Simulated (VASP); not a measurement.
Wanted: the native input for a VASP 6.6.1 run.

```
Task                   : single point
Functional             : LDA
Potentials or basis    : VASP PAW LDA potentials, release 64 (Ti_sv, Si)
Cutoff                 : 520 eV
k mesh                 : 18 × 18 × 18
Occupations            : gaussian, width 0.15 eV
Spin                   : no spin polarisation
Dipole correction      : no
Further INCAR settings : ALGO = Normal; EDIFF = 1e-06; NBANDS = 17
```

The structure of TiSi2 lies in POSCAR:

```
TiSi2
1.0
   -1.4540925019      1.6852182440      4.1375118505
    1.4540925019     -1.6852182440      4.1375118505
    1.4540925019      1.6852182440     -4.1375118505
Ti Si
1 2
Direct
    0.0000000000      0.0000000000      0.0000000000
    0.3128021428      0.3128021428      0.0000000000
    0.6871978572      0.6871978572      0.0000000000
```

This cell differs from its parent crystal: atoms shifted along a free coordinate.

These files were run (other wordings do the same):

INCAR

```
PREC     = Accurate       # precision mode
ENCUT    = 520            # plane-wave cutoff, eV
EDIFF    = 1E-6           # SCF threshold, eV
ISMEAR   = 0              # smearing method
SIGMA    = 0.15           # smearing width, eV
LREAL    = False          # projectors in reciprocal space
LASPH    = True           # aspherical terms in the spheres
NELM     = 100            # most SCF steps
ALGO     = Normal         # electronic algorithm
ISIF     = 2              # what is computed and relaxed
LWAVE    = False          # write WAVECAR
LCHARG   = True           # write CHGCAR
LELF     = True           # ELF
LVHAR    = True         
NBANDS   = 17             # bands
```

KPOINTS

```
Automatic mesh
0
Gamma
  18 18 18
```

Potentials or basis: VASP PAW LDA potentials, release 64 (Ti_sv, Si).

Run with:

```console
$ cat potpaw_LDA.64/Ti_sv/POTCAR potpaw_LDA.64/Si/POTCAR > POTCAR
$ mpirun -np 1 vasp_std > vasp.out
```

It gave:

```
Pressure               : 2.0 GPa
Largest force          : 1.501 eV/Å
Band gap on the k mesh : zero (bands 10 and 11 overlap by 2.11 eV)
```

Caveat: the cell differs from its parent crystal (atoms shifted along a free coordinate); the stress differs along the axes, from -2 to 4 GPa; forces of over 1 eV/Å act on the atoms, so gaps and moduli don't describe the material at rest.

Wall time 5.9 min on 1 thread of Intel(R) Xeon(R) 6975P-C (Granite Rapids) (shared host), peak memory 0.63 GiB.
